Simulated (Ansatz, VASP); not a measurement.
One calculation of AlN, two programs

POSCAR

```
AlN
1.0
    0.0000000000      2.1848764125      2.2285739407
    2.1848764125      0.0000000000      2.2285739407
    2.1848764125      2.1848764125      0.0000000000
Al N
1 1
Direct
    0.0000000000      0.0000000000      0.0000000000
    0.2500000000      0.2500000000      0.2500000000
```

File INCAR.step1:

```
SYSTEM = AlN
ALGO     = Normal         ! electronic algorithm
EDIFF    = 1E-4           ! SCF threshold, eV
ENCUT    = 520            ! plane-wave cutoff, eV
GGA      = PE             ! functional
ISMEAR   = 0              ! smearing method
LASPH    = .TRUE.         ! aspherical terms in the spheres
LCHARG   = .FALSE.        ! write CHGCAR
LREAL    = .FALSE.        ! projectors in reciprocal space
LWAVE    = .TRUE.         ! write WAVECAR
NBANDS   = 11             ! bands
NELM     = 60             ! most SCF steps
PREC     = Accurate       ! precision mode
SIGMA    = 0.01           ! smearing width, eV
```

Contents of INCAR.step2:

```
SYSTEM = AlN
ALGO     = Normal         ! electronic algorithm
EDIFF    = 1E-6           ! SCF threshold, eV
ENCUT    = 520            ! plane-wave cutoff, eV
ISIF     = 2              ! what is computed and relaxed
ISMEAR   = 0              ! smearing method
ISTART   = 1            
LASPH    = .TRUE.         ! aspherical terms in the spheres
LCHARG   = .FALSE.        ! write CHGCAR
LMIXTAU  = .TRUE.       
LREAL    = .FALSE.        ! projectors in reciprocal space
LWAVE    = .FALSE.        ! write WAVECAR
METAGGA  = R2SCAN         ! meta-GGA
NBANDS   = 11             ! bands
NELM     = 60             ! most SCF steps
PREC     = Accurate       ! precision mode
SIGMA    = 0.01           ! smearing width, eV
```

Contents of KPOINTS:

```
k-points
0
G
  10 10 10
  0 0 0
```

Input for Ansatz:

```yaml
crystal:
  lattice:
    - [0.0, 2.1848764125, 2.2285739407]
    - [2.1848764125, 0.0, 2.2285739407]
    - [2.1848764125, 2.1848764125, 0.0]
  atoms:
    - { symbol: Al, position: [0.0, 0.0, 0.0] }
    - { symbol: "N", position: [0.25, 0.25, 0.25] }
kpoints:
  mp_grid: { grid: [10, 10, 10] }
  band_path:
    path:
      - [0.0, 0.0, 0.0]
      - [-0.5, -0.5, 0.0]
      - [-0.375, -0.375, 0.25]
      - [-0.375, 0.0, 0.375]
      - [0.0, 0.0, 0.5]
      - [-0.5, -0.25, 0.25]
      - [0.072917, 0.072917, 0.145833]
      - [0.0, 0.5, 0.5]
    npoints: 1
hamiltonian:
  xc: r2scan
scf:
  occupations: { method: fixed }
  n_extra_bands: 4
output:
  forces: true
  stress: true
  eigenvalues: true
```

Change from the starting cell: uniaxial_z strain +2.0%.

Alike in both runs: task single point; functional r2SCAN; k mesh 10 × 10 × 10; no spin polarisation.

|  | VASP | Ansatz |
| --- | --- | --- |
| version | VASP 6.6.1 | Ansatz 0.2.0 |
| potentials or method | VASP PAW PBE potentials, release 64 (Al, N) | plane waves, PAW |
| plane-wave cutoff (eV) | 520 | 500 |
| occupations | gaussian, width 0.01 eV | fixed |
| valence electrons in the cell | 8 | 8 |

|  | VASP | Ansatz | Ansatz less VASP |
| --- | --- | --- | --- |
| gap on the k mesh at the Fermi level (eV) | 3.86 | 3.87 | +0.007 |
| pressure (GPa) | -4.4 | -4.0 | +0.40 |
| traceless stress, the component that is largest in VASP (GPa) | -2.08 | -2.07 | +0.006 |

VASP's potentials were made for PBE, not for r2SCAN.
